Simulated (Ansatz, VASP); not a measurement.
## InSb3: VASP beside Ansatz

File POSCAR:

```
InSb3
1.0
    4.8063670000      0.0000000000      0.0000000000
    0.0000000000      4.8063670000      0.0000000000
    0.0000000000      0.0000000000      4.8063670000
Sb In
3 1
Direct
    0.5000000000      0.5000000000      0.0000000000
    0.0000000000      0.5000000000      0.5000000000
    0.5000000000      0.0000000000      0.5000000000
    0.0000000000      0.0000000000      0.0000000000
```

The input INCAR.step1:

```
SYSTEM = InSb3
ALGO = Normal
EDIFF = 1E-5
ENCUT = 520
GGA = PE
ISIF = 2
ISMEAR = -1
LASPH = .TRUE.
LCHARG = .FALSE.
LREAL = .FALSE.
LWAVE = .TRUE.
NBANDS = 22
NELM = 100
PREC = Accurate
SIGMA = 0.05
```

Contents of INCAR.step2:

```
SYSTEM = InSb3
AEXX = 0.25
ALGO = Normal
EDIFF = 1E-6
ENCUT = 520
GGA = PE
HFSCREEN = 0.2
ISIF = 2
ISMEAR = -1
ISTART = 1
LASPH = .TRUE.
LCHARG = .FALSE.
LHFCALC = .TRUE.
LREAL = .FALSE.
LWAVE = .FALSE.
NBANDS = 22
NELM = 100
PREC = Accurate
PRECFOCK = Normal
SIGMA = 0.05
```

The input KPOINTS:

```
k-points
0
G
  3 3 3
  0 0 0
```

The input input.yaml:

```yaml
crystal:
  lattice:
    - [4.806367, 0.0, 0.0]
    - [0.0, 4.806367, 0.0]
    - [0.0, 0.0, 4.806367]
  atoms:
    - { symbol: Sb, position: [0.5, 0.5, 0.0] }
    - { symbol: Sb, position: [0.0, 0.5, 0.5] }
    - { symbol: Sb, position: [0.5, 0.0, 0.5] }
    - { symbol: In, position: [0.0, 0.0, 0.0] }
hamiltonian:
  xc: { exchange: pbe, correlation: pbe, exx: { coeff: 0.25, omega: 0.2 } }
  pseudopotentials: { kind: paw }
kpoints:
  mp_grid: { grid: [3, 3, 3] }
scf:
  occupations: { method: fermi_dirac, width: 0.05 }
output:
  forces: true
  stress: true
  eigenvalues: true
```

Alike in both runs: task single point; functional PBE-based screened hybrid; k mesh 3 × 3 × 3; occupations fermi-dirac, width 0.05 eV; no spin polarisation.

|  | VASP | Ansatz |
| --- | --- | --- |
| version | VASP 6.6.1 | Ansatz 0.2.0 |
| potentials or method | VASP PAW PBE potentials, release 64 (Sb, In_d) | Ansatz PAW |
| plane-wave cutoff (eV) | 520 | 420 |
| valence electrons in the cell | 28 | 58 |

Ansatz gave:

```
gap on the k mesh at the Fermi level (eV) : none
pressure (GPa)                            : -2.4
```

Problem. Which values does VASP return?

Solution. gap on the k mesh at the Fermi level (eV): none; pressure (GPa): -3.1.

VASP's potentials were made for PBE, not for PBE-based screened hybrid. A gap of «none» marks a metal or a gap that the smearing closes. With one functional, cell and mesh, what is left measures potentials, basis and numerics. VASP's potentials hold 28 valence electrons a cell and Ansatz's 58, so a difference there can come from the potentials and not from the codes.

The k mesh is coarse, so the values compare programs but aren't converged. Neither program's run includes spin-orbit coupling.
